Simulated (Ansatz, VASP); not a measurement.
Sc in VASP and in Ansatz

```
Sc
1.0
     3.40806    0.00000    0.00000
    -1.70403    2.95147    0.00000
     0.00000    0.00000    5.26800
Sc
2
Cartesian
  0.0000 1.9676 1.3170
  1.7040 0.9838 3.9510
```

Change from the starting cell: strain +0.030 along x and y, +0.000 along z, atoms carried along.

Alike in both runs: task single point; functional LDA; k mesh 18 × 18 × 10; occupations gaussian, width 0.15 eV; no spin polarisation.

|  | VASP | Ansatz |
| --- | --- | --- |
| version | VASP 6.6.1 | Ansatz 0.2.0 |
| potentials or method | VASP PAW LDA potentials, release 64 (Sc_sv), cutoff 520 eV | scalar-relativistic, plane waves, PAW |
| valence electrons in the cell | 22 | 22 |

Ansatz gave:

```
gap on the k mesh at the Fermi level (eV)                     : none
pressure (GPa)                                                : -7.6
traceless stress, the component that is largest in VASP (GPa) : 0.19
```

Question: Estimate VASP's values.

Answer: gap on the k mesh at the Fermi level (eV): none; pressure (GPa): -7.5; traceless stress, the component that is largest in VASP (GPa): 0.19.

LDA's correlation is that of Perdew and Zunger in VASP and of Perdew and Wang (1992) in Ansatz. A gap of «none» marks a metal or a gap that the smearing closes.
